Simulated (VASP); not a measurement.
Input of a VASP 6.6.1 run:

INCAR

```
PREC     = Accurate       # precision mode
ENCUT    = 520            # plane-wave cutoff, eV
EDIFF    = 1E-6           # SCF threshold, eV
ISMEAR   = 0              # smearing method
SIGMA    = 0.05           # smearing width, eV
LREAL    = False          # projectors in reciprocal space
LASPH    = True           # aspherical terms in the spheres
NELM     = 100            # most SCF steps
ALGO     = Normal         # electronic algorithm
ISIF     = 2              # what is computed and relaxed
LWAVE    = False          # write WAVECAR
LCHARG   = True           # write CHGCAR
GGA      = PE             # functional
LELF     = True           # ELF
LVHAR    = True         
NBANDS   = 15             # bands
```

The input KPOINTS:

```
Automatic mesh
0
Gamma
  8 8 8
```

The input POSCAR:

```
KF
1.0
   -0.0284156085      2.6523021769      2.6523021769
    2.6523021769     -0.0284156085      2.6523021769
    2.6523021769      2.6523021769     -0.0284156085
K F
1 1
Direct
    0.0000000000      0.0000000000      0.0000000000
    0.5000000000      0.5000000000      0.5000000000
```

Potentials or basis: VASP PAW PBE potentials, release 64 (K_sv, F).

Run with:

```bash
$ cat potpaw_PBE.64/K_sv/POTCAR potpaw_PBE.64/F/POTCAR > POTCAR
$ mpirun -np 1 vasp_std > vasp.out
```

(1) Predict the band gap on the k mesh.

(2) Estimate the pressure.

Results:

(1) 6.19 eV, direct.

(2) 1.6 GPa.
